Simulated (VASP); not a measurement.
MgO:

```
Mg O
1.0
     0.00000    2.06866    2.06866
     2.06866    0.00000    2.06866
     2.06866    2.06866    0.00000
Mg O
1 1
Cartesian
  0.0000 0.0000 0.0000
  2.0687 2.0687 2.0687
```

Base run:

| Property | Result |
| --- | --- |
| Program | VASP 6.6.1 |
| Functional | r2SCAN |
| Potentials or basis | VASP PAW PBE potentials, release 64 (Mg, O) |
| Cutoff | 520 eV |
| k mesh | 11 × 11 × 11 |
| Occupations | fermi-dirac, width 0.05 eV |
| Spin | no spin polarisation |

Its results: band gap on the k mesh 6.17 eV, direct; pressure 7.7 GPa.

Q: After a change of settings the same cell gave: band gap on the k mesh 5.17 eV, direct; pressure 9.3 GPa. Which change was it?
A. potentials or basis from VASP PAW PBE potentials, release 64 (Mg, O) to VASP PAW PBE potentials, release 64 (Mg_sv, O); cutoff from 520 eV to 660 eV; further incar settings from ALGO = Normal; EDIFF = 1e-06; NBANDS = 11 to ALGO = Normal; EDIFF = 1e-06; NBANDS = 15; valence electrons from 8 to 16
B. functional from r2SCAN to PBEsol
C. functional from r2SCAN to PBE
D. cutoff from 520 eV to 660 eV

A: B.

r2SCAN gives the wider gap, since meta-GGAs in the generalised Kohn-Sham scheme recover part of the derivative discontinuity.

Caveats: the PAW data sets were made with another functional, which shifts forces and pressure a little.
